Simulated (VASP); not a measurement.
# Hg in VASP: further runs

Hg is run at these levels: LDA; tasks: single point.

Program: VASP 6.6.1. These are calculated values, not measurements. Logs are shortened: lines on timing, memory, paths and dates and some standing lists are left out, and cuts for length are marked.

### 1 The cell of the first run

The cell holds a slab with vacuum, 5 atoms: a = 3.460 Å, b = 3.460 Å, c = 25.936 Å, α = 90.00°, β = 90.00°, γ = 120.00°.

### 2 Single point, LDA

Contents of INCAR:

```
PREC = Accurate
ENCUT = 520
EDIFF = 1E-6
ISMEAR = 0
SIGMA = 0.1
LREAL = F
LASPH = T
NELM = 100
ALGO = Normal
ISIF = 2
LWAVE = F
LCHARG = T
LDIPOL = T
IDIPOL = 3
DIPOL = 0.5 0.5 0.502
LELF = T
LVHAR = T
LVACPOTAV = T
NBANDS = 38
```

Contents of KPOINTS:

```
regular mesh
0
Gamma
  9 9 1
```

Contents of POSCAR:

```
Hg
1.0
    3.4600009128      0.0000000029      0.0000000000
   -1.7300004589      2.9964486861      0.0000000000
    0.0000000000      0.0000000000     25.9360002222
Hg
5
Direct
    0.6666666667      0.3333333333      0.3277297936
    0.3333333333      0.6666666667      0.4138649020
    0.0000000000      0.0000000000      0.5013430274
    0.6666666667      0.3333333333      0.5891728491
    0.3333333333      0.6666666667      0.6788339282
```

Potentials or basis: VASP PAW LDA potentials, release 64 (Hg).

The run is started by

```bash
> cat potpaw_LDA.64/Hg/POTCAR > POTCAR
> mpirun -np 1 vasp_std > vasp.out
```

OUTCAR:

```text
PREC = Accurate
   ENCUT = 520
   EDIFF = 1E-6
   ISMEAR = 0
   LREAL = F
   LASPH = T
   NELM = 100
   ISIF = 2

 ion  position               nearest neighbor table
   1  0.667  0.333  0.328-   2 3.00   2 3.00   2 3.00
   2  0.333  0.667  0.414-   1 3.00   1 3.00   1 3.00   3 3.02   3 3.02   3 3.02
   3  0.000  0.000  0.501-   2 3.02   2 3.02   2 3.02   4 3.03   4 3.03   4 3.03
   4  0.667  0.333  0.589-   3 3.03   3 3.03   3 3.03   5 3.07   5 3.07   5 3.07
   5  0.333  0.667  0.679-   4 3.07   4 3.07   4 3.07

  LATTYP: Found a hexagonal cell.
 ALAT       =     3.4600009128
 C/A-ratio  =     7.4959518439

  Lattice vectors:

 A1 = (   3.4600009128,   0.0000000029,   0.0000000000)
 A2 = (  -1.7300004589,   2.9964486861,   0.0000000000)
 A3 = (   0.0000000000,   0.0000000000,  25.9360002222)

Analysis of symmetry for initial positions (statically):
=====================================================================
 Subroutine PRICEL returns:
 Original cell was already a primitive cell.

 Routine SETGRP: Setting up the symmetry group for a
 hexagonal supercell.

 Subroutine GETGRP returns: Found  6 space group operations
 (whereof  6 operations were pure point group operations)
 out of a pool of 24 trial point group operations.

The static configuration has the point symmetry C_3v.

Analysis of symmetry for dynamics (positions and initial velocities):
=====================================================================
 Subroutine PRICEL returns:
 Original cell was already a primitive cell.

 Routine SETGRP: Setting up the symmetry group for a
 hexagonal supercell.

 Subroutine GETGRP returns: Found  6 space group operations
 (whereof  6 operations were pure point group operations)
 out of a pool of 24 trial point group operations.

The dynamic configuration has the point symmetry C_3v.

 Subroutine INISYM returns: Found  6 space group operations
 (whereof  6 operations are pure point group operations),
 and found     1 'primitive' translations

----------------------------------------------------------------------------------------

                                     Primitive cell

  volume of cell :     268.8971

  direct lattice vectors                    reciprocal lattice vectors
     3.460000913  0.000000003  0.000000000     0.289017265  0.166864196  0.000000000
    -1.730000459  2.996448686  0.000000000    -0.000000000  0.333728391  0.000000000
[... 84 lines left out ...]
   ISIF   =      2    stress and relaxation
   ISYM   =      2    0-nonsym 1-usesym 2-fastsym
   POTIM  = 0.5000    time-step for ionic-motion
   TEBEG  =    0.0;   TEEND  =   0.0 temperature during run
   PSTRESS=    0.0 pullay stress
   NELECT =      60.0000    total number of electrons
   NUPDOWN=      -1.0000    fix difference up-down
   EMIN   =  10.00;   EMAX   =-10.00  energy-range for DOS
   EFERMI =   0.00;   METHOD = LEGACY
   ISMEAR =     0;   SIGMA  =   0.10  broadening in eV -4-tet -1-fermi 0-gaus
   EFERMI_NEDOS =   21; number of points for ismear=-14 and -15
   IALGO  =     38    algorithm
   IMIX   =      4    mixing-type and parameters
     AMIX     =   0.40;   BMIX     =  1.00
     AMIX_MAG =   1.60;   BMIX_MAG =  1.00
  volume/ion in A,a.u.               =      53.78       362.92
  Fermi-wavevector in a.u.,A,eV,Ry     =   0.992956  1.876414 13.414815  0.985961
  Thomas-Fermi vector in A             =   2.124804
   LORBIT       =      0    0 simple, 1 ext, 2 COOP (PROOUT), +10 PAW based schemes
   GGA     = CA    functional components
   LHFCALC =     F    Hartree Fock is set to
   AEXX    =    0.0000 exact exchange contribution
   IVDW    =     0    specifies the selected vdW correction
   LEPSILON=     F    determine dielectric tensor
   LRPA    =     F    only Hartree local field effects (RPA)
 non-spin polarized calculation
 Gauss-broadening in eV      SIGMA  =   0.10
  energy-cutoff  :      520.00
  volume of cell :      268.90
 maximum number of plane-waves:      7305
 NGX is ok and might be reduce to    28
   NGX = 13   NGY = 13   NGZ = 97

 dipolmoment           0.000000      0.000000     -0.017749 electrons x Angstroem

 number of electron      60.0000002 magnetization

 dipolmoment           0.000000      0.000000      0.000607 electrons x Angstroem

 Free energy of the ion-electron system (eV)
  ---------------------------------------------------
  ext. energy  EPLUGINS =         0.00000000
  ---------------------------------------------------
  free energy    TOTEN  =        -3.92780818 eV

  energy without entropy =       -3.91781651  energy(sigma->0) =       -3.92281234

 E-fermi :  -1.8260     XC(G=0):  -5.5127

 val. band max:       -1.8526101668   @ k =   0.3333   0.0000   0.0000
 cond. band min:      -1.8089822546   @ k =   0.4444   0.0000   0.0000
 fundamental gap:      0.0436279122
 Fermi energy:        -1.8260470940

 k-point     1 :       0.0000    0.0000    0.0000
  band No.  band energies     occupation
      1     -10.5493      2.00000
      2      -9.6512      2.00000
      3      -9.5123      2.00000
      4      -9.1142      2.00000
      5      -9.0999      2.00000
      6      -9.0999      2.00000
[... 481 lines left out ...]
     37       1.8879      0.00000
     38       3.1476      0.00000

------------------------ aborting loop because EDIFF is reached ----------------------------------------

  FORCE on cell =-STRESS in cart. coord.  units (eV):
  Direction    XX          YY          ZZ          XY          YZ          ZX
  --------------------------------------------------------------------------------------
  -------------------------------------------------------------------------------------
  Total       -1.6642224     -1.6642224      0.7580014     -0.0000000      0.0000000     -0.0000000
  in kB       -9.9159854     -9.9159854      4.5164221     -0.0000000      0.0000000     -0.0000000
  external PRESSURE =      -5.1051829 kB  Pullay stress =       0.0000000 kB

 VOLUME and BASIS-vectors are now :
 -----------------------------------------------------------------------------
  energy-cutoff  :      520.00
  volume of cell :      268.90
      direct lattice vectors                 reciprocal lattice vectors
     3.460000913  0.000000003  0.000000000     0.289017265  0.166864196  0.000000000
    -1.730000459  2.996448686  0.000000000    -0.000000000  0.333728391  0.000000000
     0.000000000  0.000000000 25.936000222     0.000000000  0.000000000  0.038556446

 POSITION                                       TOTAL-FORCE (eV/Angst)
 -----------------------------------------------------------------------------------
      1.73000      0.99882      8.50000         0.000000     -0.000000     -0.217634
     -0.00000      1.99763     10.73400        -0.000000      0.000000      0.167331
      0.00000      0.00000     13.00283         0.000000     -0.000000      0.002517
      1.73000      0.99882     15.28079         0.000000     -0.000000     -0.005949
     -0.00000      1.99763     17.60624        -0.000000     -0.000000      0.053736
 -----------------------------------------------------------------------------------
    total drift:                               -0.000000      0.000000     -0.000198

  FREE ENERGIE OF THE ION-ELECTRON SYSTEM (eV)
  ---------------------------------------------------
  free  energy   TOTEN  =        -3.9278081792 eV

  energy  without entropy=       -3.9178165060  energy(sigma->0) =       -3.92281234

 vacuum level on the upper side and lower side of the slab         3.254         3.244
```

It took 5 min on 1 thread of Oxide Virtual Turin-like, shared host; peak memory 0.29 GiB.

What came out:

```
Free energy            : -3.9278 eV
Largest force          : 0.218 eV/Å
Band gap on the k mesh : zero (bands 30 and 31 overlap by 0.48 eV)
```

Forces in eV/Å, atoms in the order of the input:
```
Hg   0.000  0.000 -0.218
Hg   0.000  0.000  0.167
Hg   0.000  0.000  0.003
Hg   0.000  0.000 -0.006
Hg   0.000  0.000  0.054
```

Caveat: spin-orbit coupling is left out, which moves the levels of the heavy elements.

### 3 Single point, LDA

Contents of INCAR:

```
SYSTEM = Hg
PREC = Accurate
ENCUT = 520
EDIFF = 1E-6
ISMEAR = 0
SIGMA = 0.1
LREAL = .FALSE.
LASPH = .TRUE.
NELM = 60
ALGO = Normal
ISIF = 2
LWAVE = .FALSE.
LCHARG = .FALSE.
LDIPOL = .TRUE.
IDIPOL = 3
DIPOL = 0.5 0.5 0.502
NBANDS = 38
```

Contents of KPOINTS:

```
Automatic mesh
0
G
  18 18 1
  0 0 0
```

Contents of POSCAR:

```
Hg
1.0
    3.4600009100      0.0000000000      0.0000000000
   -1.7300004600      2.9964486900      0.0000000000
    0.0000000000      0.0000000000     25.9360002222
Hg
5
Direct
    0.6666666674      0.3333333335      0.3277297936
    0.3333333335      0.6666666661      0.4138649020
    0.0000000000      0.0000000000      0.5013430274
    0.6666666674      0.3333333335      0.5891728491
    0.3333333335      0.6666666661      0.6788339282
```

Potentials or basis: VASP PAW LDA potentials, release 64 (Hg).

The run is started by

```bash
> cat potpaw_LDA.64/Hg/POTCAR > POTCAR
> mpirun -np 1 vasp_std > vasp.out
```

It took 14 min on 1 thread of Oxide Virtual Turin-like, shared host; peak memory 0.43 GiB.

Results (log left out):

```
Free energy            : -3.9115 eV
Largest force          : 0.174 eV/Å
Band gap on the k mesh : zero (bands 30 and 31 overlap by 0.56 eV)
```

Forces in eV/Å, atoms in the order of the input:
```
Hg   0.000  0.000 -0.174
Hg   0.000  0.000  0.162
Hg   0.000  0.000  0.007
Hg   0.000  0.000 -0.010
Hg   0.000  0.000  0.015
```

Levels at points of the mesh, in eV from the Fermi level:
```tsv
k point	band 28	band 29	band 30	band 31	band 32	band 33
(0.00, 0.00, 0.00)	-5.40	-3.99	-1.53	0.46	3.54	4.79
(0.50, 0.00, 0.00)	-2.21	-1.98	-0.83	-0.42	1.02	1.09
```

Caveat: spin-orbit coupling is left out, which moves the levels of the heavy elements.
